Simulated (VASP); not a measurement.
HC12 (a cell with a defect), 13 atoms in the cell. The cell holds a defect, 13 atoms: a = 4.325 Å, b = 4.325 Å, c = 4.325 Å, α = 80.41°, β = 70.53°, γ = 60.00°. 

* Program: VASP 6.6.1
* Task: single point
* Functional: LDA
* Potentials or basis: VASP PAW LDA potentials, release 64 (C, H)
* Cutoff: 520 eV
* k mesh: 6 × 6 × 6
* Occupations: gaussian, width 0.05 eV
* Spin: no spin polarisation
* Dipole correction: no
* Charge: 1
* Further INCAR settings: ALGO = Normal; EDIFF = 1e-07; NBANDS = 36; NELECT = 48.0

Potentials or basis: VASP PAW LDA potentials, release 64 (C, H).

Run with:

```sh
$ cat potpaw_LDA.64/C/POTCAR potpaw_LDA.64/H/POTCAR > POTCAR
$ mpirun -np 1 vasp_std > vasp.out
```

Hardware: 1 thread of Intel(R) Xeon(R) 6975P-C (Granite Rapids) (shared host).

Q: Estimate the wall time of this run.

A: Wall time 85 s on 1 thread of Intel(R) Xeon(R) 6975P-C (Granite Rapids), with other jobs on the host, peak memory 0.27 GiB. Counts: scf iterations 14, k points 112.
